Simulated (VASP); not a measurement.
# Pb (Fm-3m) in VASP: a series of runs

Runs on Pb. Level: r2SCAN. Tasks: single point, relaxation of cell and atoms.

All numbers are computed with VASP 6.6.1; they aren't measurements. Logs are shortened: lines on timing, memory, paths and dates and some standing lists are left out, and cuts for length are marked.

## Step 1: The cell of the first run

The structure is cubic, space group Fm-3m (No. 225). Conventional cell: a = 4.996 Å, b = 4.996 Å, c = 4.996 Å, α = 90.00°, β = 90.00°, γ = 90.00°. Pb (site symmetry m-3m) has 12 Pb at 3.53 Å within 4.6 Å.

## Step 2: Single point, r2SCAN

Input file POSCAR:

```
Pb
1.0
    0.0000000000      2.4977703769      2.4977703769
    2.4977703769      0.0000000000      2.4977703769
    2.4977703769      2.4977703769      0.0000000000
Pb
1
Direct
    0.0000000000      0.0000000000      0.0000000000
```

Input file INCAR.step1:

```
ALGO = Normal ; EDIFF = 1E-4
ENCUT = 520 ; GGA = PE
ISMEAR = 0 ; LASPH = T
LCHARG = F ; LREAL = F
LWAVE = T ; NBANDS = 13
NELM = 60 ; PREC = Accurate
SIGMA = 0.1
```

Input file INCAR.step2:

```
ALGO = Normal ; EDIFF = 1E-6
ENCUT = 520 ; ISIF = 2
ISMEAR = 0 ; ISTART = 1
LASPH = T ; LCHARG = T
LELF = T ; LMIXTAU = T
LREAL = F ; LVHAR = T
LWAVE = F ; METAGGA = R2SCAN
NBANDS = 13 ; NELM = 60
PREC = Accurate ; SIGMA = 0.1
```

Input file KPOINTS:

```
k-points
0
Gamma
  14 14 14
```

Potentials or basis: VASP PAW PBE potentials, release 64 (Pb_d).

The run is started by

```console
$ cat potpaw_PBE.64/Pb_d/POTCAR > POTCAR
$ cp INCAR.step1 INCAR
$ mpirun -np 1 vasp_std > vasp.out
$ cp INCAR.step2 INCAR
$ mpirun -np 1 vasp_std > vasp.out
```

OUTCAR:

```text
EDIFF = 1E-6
   ENCUT = 520
   ISIF = 2
   ISMEAR = 0
   ISTART = 1
   LASPH = T
   LREAL = F
   METAGGA = R2SCAN
   NELM = 60
   PREC = Accurate

 ion  position               nearest neighbor table
   1  0.000  0.000  0.000-

  LATTYP: Found a face centered cubic cell.
 ALAT       =     4.9955407538

  Lattice vectors:

 A1 = (   0.0000000000,   2.4977703769,   2.4977703769)
 A2 = (   2.4977703769,   0.0000000000,   2.4977703769)
 A3 = (   2.4977703769,   2.4977703769,   0.0000000000)

Analysis of symmetry for initial positions (statically):
=====================================================================
 Subroutine PRICEL returns:
 Original cell was already a primitive cell.

 Routine SETGRP: Setting up the symmetry group for a
 face centered cubic supercell.

 Subroutine GETGRP returns: Found 48 space group operations
 (whereof 48 operations were pure point group operations)
 out of a pool of 48 trial point group operations.

The static configuration has the point symmetry O_h .

Analysis of symmetry for dynamics (positions and initial velocities):
=====================================================================
 Subroutine PRICEL returns:
 Original cell was already a primitive cell.

 Routine SETGRP: Setting up the symmetry group for a
 face centered cubic supercell.

 Subroutine GETGRP returns: Found 48 space group operations
 (whereof 48 operations were pure point group operations)
 out of a pool of 48 trial point group operations.

The dynamic configuration has the point symmetry O_h .

 Subroutine INISYM returns: Found 48 space group operations
 (whereof 48 operations are pure point group operations),
 and found     1 'primitive' translations

----------------------------------------------------------------------------------------

                                     Primitive cell

  volume of cell :      31.1665

  direct lattice vectors                    reciprocal lattice vectors
     0.000000000  2.497770377  2.497770377    -0.200178529  0.200178529  0.200178529
     2.497770377  0.000000000  2.497770377     0.200178529 -0.200178529  0.200178529
     2.497770377  2.497770377  0.000000000     0.200178529  0.200178529 -0.200178529

  length of vectors
     3.532380743  3.532380743  3.532380743     0.346719383  0.346719383  0.346719383

  position of ions in fractional coordinates (direct lattice)
     0.000000000  0.000000000  0.000000000

  ion indices of the primitive-cell ions
   primitive index   ion index
                 1           1

----------------------------------------------------------------------------------------

 KPOINTS: k-points

Automatic generation of k-mesh.
 Grid dimensions read from file:
 generate k-points for:   14   14   14

 Generating k-lattice:

  Cartesian coordinates                     Fractional coordinates (reciprocal lattice)
    -0.014298466  0.014298466  0.014298466     0.071428571  0.000000000  0.000000000
     0.014298466 -0.014298466  0.014298466     0.000000000  0.071428571  0.000000000
     0.014298466  0.014298466 -0.014298466     0.000000000  0.000000000  0.071428571

  Length of vectors
     0.024765670  0.024765670  0.024765670

  Shift w.r.t. Gamma in fractional coordinates (k-lattice)
     0.000000000  0.000000000  0.000000000

 Subroutine IBZKPT returns following result:
 ===========================================

 Found    104 irreducible k-points:

 Following reciprocal coordinates:
            Coordinates               Weight
  0.000000  0.000000  0.000000      1.000000
  0.071429  0.000000  0.000000      8.000000
  0.142857  0.000000  0.000000      8.000000
  0.214286  0.000000  0.000000      8.000000
  0.285714  0.000000  0.000000      8.000000
  0.357143  0.000000  0.000000      8.000000
[... 16 lines left out ...]
  0.214286  0.142857  0.000000     24.000000
  0.285714  0.142857  0.000000     24.000000
 [... further k-points ...]
   k-points           NKPTS =    104   k-points in BZ     NKDIM =    104   number of bands    NBANDS=     13
   number of dos      NEDOS =    301   number of ions     NIONS =      1
   total plane-waves  NPLWV =  21952
   dimension x,y,z NGX =    28 NGY =   28 NGZ =   28
   dimension x,y,z NGXF=    56 NGYF=   56 NGZF=   56
   ions per type =               1
   NGX,Y,Z   is equivalent  to a cutoff of  13.18, 13.18, 13.18 a.u.
   NGXF,Y,Z  is equivalent  to a cutoff of  26.36, 26.36, 26.36 a.u.
 SYSTEM =  unknown system
   PREC   = accura    normal or accurate (medium, high low for compatibility)
   ISTART =      1    job   : 0-new  1-cont  2-samecut
   ICHARG =      0    charge: 1-file 2-atom 10-const
   ISPIN  =      1    spin polarized calculation?
   LNONCOLLINEAR =      F non collinear calculations
   LSORBIT =      F    spin-orbit coupling
   LASPH  =      T    aspherical Exc in radial PAW
   ENCUT  =  520.0 eV  38.22 Ry    6.18 a.u.   6.57  6.57  6.57*2*pi/ulx,y,z
   NELM   =     60;   NELMIN=  2; NELMDL=  0     # of ELM steps
   EDIFF  = 0.1E-05   stopping-criterion for ELM
   LREAL  =      F    real-space projection
   EDIFFG = 0.1E-04   stopping-criterion for IOM
   NSW    =      0    number of steps for IOM
   IBRION =     -1    ionic relax: 0-MD 1-quasi-New 2-CG
   NFREE  =      0    steps in history (QN), initial steepest desc. (CG)
   ISIF   =      2    stress and relaxation
   ISYM   =      2    0-nonsym 1-usesym 2-fastsym
   POTIM  = 0.5000    time-step for ionic-motion
   TEBEG  =    0.0;   TEEND  =   0.0 temperature during run
   PSTRESS=    0.0 pullay stress
   NELECT =      14.0000    total number of electrons
   NUPDOWN=      -1.0000    fix difference up-down
   EMIN   =  10.00;   EMAX   =-10.00  energy-range for DOS
   EFERMI =   0.00;   METHOD = LEGACY
   ISMEAR =     0;   SIGMA  =   0.10  broadening in eV -4-tet -1-fermi 0-gaus
   EFERMI_NEDOS =   21; number of points for ismear=-14 and -15
   IALGO  =     38    algorithm
   IMIX   =      4    mixing-type and parameters
     AMIX     =   0.40;   BMIX     =  1.00
     AMIX_MAG =   1.60;   BMIX_MAG =  1.00
  volume/ion in A,a.u.               =      31.17       210.32
  Fermi-wavevector in a.u.,A,eV,Ry     =   1.253781  2.369302 21.387905  1.571967
  Thomas-Fermi vector in A             =   2.387617
   LORBIT       =      0    0 simple, 1 ext, 2 COOP (PROOUT), +10 PAW based schemes
   METAGGA = R2SCAN    functional components
   LHFCALC =     F    Hartree Fock is set to
   AEXX    =    0.0000 exact exchange contribution
   IVDW    =     0    specifies the selected vdW correction
   LEPSILON=     F    determine dielectric tensor
   LRPA    =     F    only Hartree local field effects (RPA)
 non-spin polarized calculation
 Gauss-broadening in eV      SIGMA  =   0.10
  energy-cutoff  :      520.00
  volume of cell :       31.17
 maximum number of plane-waves:       872
 NGX is ok and might be reduce to    28
   NGX = 13   NGY = 13   NGZ = 13

 number of electron      14.0000001 magnetization

 Free energy of the ion-electron system (eV)
  ---------------------------------------------------
  ext. energy  EPLUGINS =         0.00000000
  ---------------------------------------------------
  free energy    TOTEN  =       -56.28421261 eV

  energy without entropy =      -56.28178888  energy(sigma->0) =      -56.28300075

 E-fermi :   6.9516     XC(G=0): -10.7769

 val. band max:        6.8284457433   @ k =   0.3571   0.1429   0.0714
 cond. band min:       6.9555985525   @ k =   0.3571   0.2143   0.0000
 fundamental gap:      0.1271528092
 Fermi energy:         6.9515815963

 k-point     1 :       0.0000    0.0000    0.0000
  band No.  band energies     occupation
      1     -10.7842      2.00000
      2     -10.7842      2.00000
      3     -10.7842      2.00000
      4     -10.6481      2.00000
      5     -10.6481      2.00000
      6      -5.1870      2.00000
      7      14.4258      0.00000
      8      14.4258      0.00000
      9      14.4258      0.00000
     10      17.3188      0.00000
     11      18.8487      0.00000
     12      19.8206      0.00000
     13      19.8206      0.00000

 k-point     2 :       0.0714    0.0000    0.0000
  band No.  band energies     occupation
      1     -10.7843      2.00000
      2     -10.7769      2.00000
      3     -10.7769      2.00000
      4     -10.6485      2.00000
      5     -10.6485      2.00000
      6      -5.0867      2.00000
      7      13.2531      0.00000
      8      14.2995      0.00000
      9      14.2995      0.00000
     10      17.0337      0.00000
     11      19.3641      0.00000
     12      20.0449      0.00000
     13      20.0449      0.00000

 k-point     3 :       0.1429    0.0000    0.0000
  band No.  band energies     occupation
      1     -10.7853      2.00000
      2     -10.7603      2.00000
      3     -10.7603      2.00000
      4     -10.6457      2.00000
      5     -10.6457      2.00000
      6      -4.7857      2.00000
      7      11.0652      0.00000
      8      13.9783      0.00000
      9      13.9783      0.00000
     10      16.6969      0.00000
     11      20.2572      0.00000
     12      20.5478      0.00000
     13      20.5493      0.00000
[... 305 lines left out ...]
 k-point    23 :       0.2143    0.1429    0.0000
  band No.  band energies     occupation
      1     -10.8238      2.00000
      2     -10.7144      2.00000
      3     -10.7071      2.00000
      4     -10.6846      2.00000
      5     -10.6095      2.00000
      6      -4.2861      2.00000
      7      10.2598      0.00000
      8      12.1465      0.00000
      9      12.4584      0.00000
     10      15.9693      0.00000
     11      17.1247      0.00000
     12      21.6106      0.00000
     13      22.6761      0.00000

 k-point    24 :       0.2857    0.1429    0.0000
  band No.  band energies     occupation
      1     -10.8242      2.00000
      2     -10.7273      2.00000
      3     -10.6996      2.00000
      4     -10.6580      2.00000
      5     -10.5791      2.00000
      6      -3.7274      2.00000
      7       8.1939      0.00000
      8      11.7228      0.00000
      9      11.9653      0.00000
     10      15.8479      0.00000
     11      17.4377      0.00000
     12      21.1515      0.00000
     13      22.0043      0.00000

 [... further k-points ...]
[... 5 lines left out ...]
  --------------------------------------------------------------------------------------
  -------------------------------------------------------------------------------------
  Total       -0.0026733     -0.0026733     -0.0026733      0.0000000      0.0000000      0.0000000
  in kB       -0.1374275     -0.1374275     -0.1374275      0.0000000      0.0000000      0.0000000
  external PRESSURE =      -0.1374275 kB  Pullay stress =       0.0000000 kB

 VOLUME and BASIS-vectors are now :
 -----------------------------------------------------------------------------
  energy-cutoff  :      520.00
  volume of cell :       31.17
      direct lattice vectors                 reciprocal lattice vectors
     0.000000000  2.497770377  2.497770377    -0.200178529  0.200178529  0.200178529
     2.497770377  0.000000000  2.497770377     0.200178529 -0.200178529  0.200178529
     2.497770377  2.497770377  0.000000000     0.200178529  0.200178529 -0.200178529

 POSITION                                       TOTAL-FORCE (eV/Angst)
 -----------------------------------------------------------------------------------
      0.00000      0.00000      0.00000         0.000000     -0.000000     -0.000000
 -----------------------------------------------------------------------------------
    total drift:                               -0.000000     -0.000000     -0.000000

  FREE ENERGIE OF THE ION-ELECTRON SYSTEM (eV)
  ---------------------------------------------------
  free  energy   TOTEN  =       -56.2842126149 eV

  energy  without entropy=      -56.2817888821  energy(sigma->0) =      -56.28300075
```

Run time: 2.1 min. Hardware: 1 thread of Intel Xeon Platinum 8488C (Sapphire Rapids), shared host; peak memory 0.18 GiB.

What came out:

```
Free energy            : -56.2842 eV
Pressure               : 0.0 GPa
Band gap on the k mesh : zero (bands 7 and 8 overlap by 9.04 eV)
```

Caveat: the PAW data sets were made with another functional, which shifts forces and pressure a little; spin-orbit coupling is left out, which moves the levels of the heavy elements.

## Step 3: Relaxation of cell and atoms, r2SCAN

This run uses another cell than the first one, of 31.05 Å³/atom.

Input file POSCAR:

```
Pb
1.0
    0.0000000000      2.4947547400      2.4947547400
    2.4947547400      0.0000000000      2.4947547400
    2.4947547400      2.4947547400      0.0000000000
Pb
1
Direct
    0.0000000000      0.0000000000      0.0000000000
```

Input file INCAR.step1:

```
ALGO     = Normal         # electronic algorithm
EDIFF    = 1E-4           # SCF threshold, eV
ENCUT    = 600            # plane-wave cutoff, eV
GGA      = PE             # functional
ISMEAR   = 0              # smearing method
LASPH    = True           # aspherical terms in the spheres
LCHARG   = False          # write CHGCAR
LREAL    = False          # projectors in reciprocal space
LWAVE    = True           # write WAVECAR
NELM     = 100            # most SCF steps
PREC     = Accurate       # precision mode
SIGMA    = 0.1            # smearing width, eV
```

Input file INCAR.step2:

```
ALGO     = Normal         # electronic algorithm
EDIFF    = 1E-6           # SCF threshold, eV
EDIFFG   = -0.005         # ionic threshold
ENCUT    = 600            # plane-wave cutoff, eV
IBRION   = 2              # ionic algorithm
ISIF     = 3              # what is computed and relaxed
ISMEAR   = 0              # smearing method
ISTART   = 1            
LASPH    = True           # aspherical terms in the spheres
LCHARG   = False          # write CHGCAR
LMIXTAU  = True         
LREAL    = False          # projectors in reciprocal space
LWAVE    = False          # write WAVECAR
METAGGA  = R2SCAN         # meta-GGA
NELM     = 100            # most SCF steps
NSW      = 100            # ionic steps
PREC     = Accurate       # precision mode
SIGMA    = 0.1            # smearing width, eV
```

KPOINTS is that of step 2.

Potentials or basis: VASP PAW PBE potentials, release 64 (Pb_d).

The run is started by

```console
$ cat potpaw_PBE.64/Pb_d/POTCAR > POTCAR
$ cp INCAR.step1 INCAR
$ mpirun -np 1 vasp_std > vasp.out
$ cp INCAR.step2 INCAR
$ mpirun -np 1 vasp_std > vasp.out
```

It took 4.6 min on 1 thread of Intel Xeon Platinum 8488C (Sapphire Rapids), shared host; peak memory 0.19 GiB.

The run converged. Its results:

```yaml
Free_energy: -56.2841 eV
Relaxed_volume: 31.20 Å³/atom
Relaxed_cell: a = 3.534 Å, b = 3.534 Å, c = 3.534 Å, α = 60.00°, β = 60.00°, γ = 60.00°
Space_group_after_relaxing_to_0.1_Å: Fm-3m (No. 225)
Energy_gained_by_relaxing: 0.1 meV/atom
Ionic_steps: 3
Pressure_after_relaxing: 0.0 GPa
Band_gap_on_the_k_mesh: zero (bands 7 and 8 overlap by 9.03 eV)
```

Final structure:
```xyz
1
Lattice="0.0000 2.4986 2.4986 2.4986 0.0000 2.4986 2.4986 2.4986 0.0000" Properties=species:S:1:pos:R:3 pbc="T T T"
Pb    0.0000    0.0000    0.0000
```

Levels at points of the mesh, in eV from the Fermi level:
```tsv
k point	band 4	band 5	band 6	band 7	band 8	band 9	band 10	band 11
(0.00, 0.00, 0.00)	-17.60	-17.60	-12.13	7.47	7.47	7.47	10.37	11.88
(0.50, 0.00, 0.00)	-17.46	-17.46	-8.49	-4.27	5.60	5.60	9.77	9.91
(0.50, 0.50, 0.00)	-17.43	-17.43	-7.05	-3.37	2.06	2.06	5.80	6.90
```

Caveat: the PAW data sets were made with another functional, which shifts forces and pressure a little; spin-orbit coupling is left out, which moves the levels of the heavy elements.
